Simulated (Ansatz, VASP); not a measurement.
# LiGeN: VASP beside Ansatz

```xyz
6
Lattice="2.9261 0.0000 0.0000 -1.4630 2.5341 0.0000 0.0000 0.0000 9.1621" Properties=species:S:1:pos:R:3 pbc="T T T"
Li    1.4630    0.8447    6.8091
Li    0.0000    1.6894    2.2280
Ge    0.0000    0.0000    4.5703
Ge    0.0000    0.0000    9.1514
N     0.0000    1.6894    5.5214
N     1.4630    0.8447    0.9403
```

Alike in both runs: task single point; functional r2SCAN; k mesh 9 × 9 × 2; no spin polarisation.

```csv
,VASP,Ansatz
version,VASP 6.6.1,Ansatz 0.2.0
potentials or method,"VASP PAW PBE potentials, release 64 (Li_sv, Ge_d, N)","plane waves, PAW"
plane-wave cutoff (eV),520,500
occupations,"gaussian, width 0.01 eV",fixed
valence electrons in the cell,44,44
```

Ansatz gave:

```
gap on the k mesh at the Fermi level (eV) : 2.11
rms of the force components (eV/Å)        : 0.262
```

Task: What did VASP give for the same quantities?

Result: gap on the k mesh at the Fermi level (eV): 2.12; rms of the force components (eV/Å): 0.306.

VASP's potentials were made for PBE, not for r2SCAN. Atom by atom the forces differ by 0.044 eV/Å (rms over components).

Noted on VASP's run: the cutoff is under 1.25 times that of the potentials, so the pressure is a little rough.
